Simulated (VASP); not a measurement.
# Ge: relaxation of cell and atoms with PBE

Ge:

```
Ge
1.0
    -2.43262    2.43262    1.31640
     2.43262   -2.43262    1.31640
     2.43262    2.43262   -1.31640
Ge
2
Direct
  0.62500 0.87500 0.75000
  0.37500 0.12500 0.25000
```

* Program: VASP 6.6.1
* Task: relaxation of cell and atoms
* Functional: PBE
* Potentials or basis: VASP PAW PBE potentials, release 64 (Ge_d)
* Cutoff: 600 eV
* k mesh: 16 × 16 × 16
* Occupations: fermi-dirac, width 0.05 eV
* Spin: no spin polarisation
* Target pressure: 24 GPa
* Dipole correction: no
* Further INCAR settings: ALGO = Normal; EDIFF = 1e-07; IBRION = 2; EDIFFG = -0.005; NSW = 32; ISIF = 3

| Quantity | Value |
| --- | --- |
| Relaxed volume | 15.59 Å³/atom |
| Relaxed cell | a = 3.684 Å, b = 3.684 Å, c = 3.684 Å, α = 97.34°, β = 97.34°, γ = 138.12° |
| Space group after relaxing (to 0.1 Å) | I4_1/amd (No. 141) |
| Energy change on relaxing (the run minimises the enthalpy) | -1.6 meV/atom |
| Ionic steps | 3 |
| Pressure after relaxing | 24.0 GPa |
| Band gap on the k mesh | zero (bands 14 and 15 overlap by 6.44 eV) |

Step by step:
```csv
step,energy change (eV),largest force (eV/Å),pressure (GPa),volume (Å³)
1,0.0000,0.0000,24.11,31.16
2,-0.0074,0.0000,23.84,31.21
3,-0.0032,0.0000,23.99,31.18
```

Final structure:
```
Ge
1.0
    -2.43312    2.43312    1.31675
     2.43312   -2.43312    1.31675
     2.43312    2.43312   -1.31675
Ge
2
Direct
  0.62500 0.87500 0.75000
  0.37500 0.12500 0.25000
```

Levels at points of the mesh, in eV from the Fermi level:
```tsv
k point	band 11	band 12	band 13	band 14	band 15	band 16	band 17	band 18
(0.00, 0.00, 0.00)	-14.96	-3.52	-2.93	-2.93	2.82	8.76	8.76	9.64
(0.50, 0.00, 0.00)	-8.52	-7.29	-2.51	-2.37	-1.74	2.17	4.16	6.44
(0.50, 0.50, 0.00)	-11.80	-11.80	0.49	0.49	2.29	2.29	8.70	8.70
(0.50, 0.50, 0.50)	-9.52	-9.52	-7.19	-7.19	6.99	6.99	13.14	13.14
```

Run time: 4.8 min on 1 thread of AMD EPYC 9R14 (Zen 4), on a shared host, peak memory 0.3 GiB.

Caveat: the cell is relaxed towards a set pressure, so the run minimises the enthalpy, not the energy.
